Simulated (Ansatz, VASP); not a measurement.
## ZrPdSe4: VASP beside Ansatz

INCAR

```
PREC = Accurate
ENCUT = 600
EDIFF = 1E-6
ISMEAR = 0
SIGMA = 0.1
LREAL = False
LASPH = True
NELM = 80
ALGO = Normal
ISIF = 3
LWAVE = False
LCHARG = False
GGA = PE
IBRION = 2
NSW = 90
EDIFFG = -0.04
```

The input KPOINTS:

```
Automatic mesh
0
Gamma
  6 6 2
```

The input POSCAR:

```
ZrPdSe4
1.0
    4.0894125600      0.0000000000      0.0000000000
   -2.0447062800      3.5415351600      0.0000000000
    0.0000000000      0.0000000000      8.7423174300
Zr Pd Se
1 1 4
Direct
    0.0000000000      0.0000000000      0.0000000000
    0.0000000000      0.0000000000      0.5000000000
    0.3333333300      0.6666666700      0.7407687300
    0.3333333300      0.6666666700      0.2592312700
    0.6666666700      0.3333333300      0.7407687300
    0.6666666700      0.3333333300      0.2592312700
```

Input for Ansatz:

```yaml
crystal:
  lattice:
    - [4.08941256, 0.0, 0.0]
    - [-2.04470628, 3.54153516, 0.0]
    - [0.0, 0.0, 8.74231743]
  atoms:
    - { symbol: Zr, position: [0.0, 0.0, 0.0] }
    - { symbol: Pd, position: [0.0, 0.0, 0.5] }
    - { symbol: Se, position: [0.33333333, 0.66666667, 0.74076873] }
    - { symbol: Se, position: [0.33333333, 0.66666667, 0.25923127] }
    - { symbol: Se, position: [0.66666667, 0.33333333, 0.74076873] }
    - { symbol: Se, position: [0.66666667, 0.33333333, 0.25923127] }
basis:
  ecutwfc: 420
kpoints:
  mp_grid: { grid: [6, 6, 2] }
hamiltonian:
  xc: pbe
scf:
  occupations: { method: gaussian, width: 0.1 }
  lower_state_search: "off"
output:
  forces: true
  stress: true
  eigenvalues: true
relax:
  adjacent_minimum: "off"
  f_tol: 0.04
  max_steps: 70
  cell: { stress_tol: 0.4 }
```

Change from the starting cell: species swapped into the TiNbB4 type (P6/mmm, No. 191).

Alike in both runs: task relaxation of cell and atoms; functional PBE; k mesh 6 × 6 × 2; occupations gaussian, width 0.1 eV; no spin polarisation.

|  | VASP | Ansatz |
| --- | --- | --- |
| version | VASP 6.6.1 | Ansatz 0.2.0 |
| potentials or method | VASP PAW PBE potentials, release 64 (Zr_sv, Pd, Se), cutoff 600 eV | scalar-relativistic, plane waves, PAW |
| valence electrons in the cell | 46 | 94 |

|  | VASP | Ansatz | Ansatz less VASP |
| --- | --- | --- | --- |
| gap on the k mesh at the Fermi level, each at its own relaxed structure (eV) | none | none | - |
| relaxed volume (Å³/atom) | 19.94 | 19.90 | -0.047 |
| relaxed cell length with the largest relative difference (Å) | 4.933 | 4.929 | -0.0042 |

A gap of «none» marks a metal or a gap that the smearing closes. VASP's potentials hold 46 valence electrons a cell and Ansatz's 94, so a difference there can come from the potentials and not from the codes.
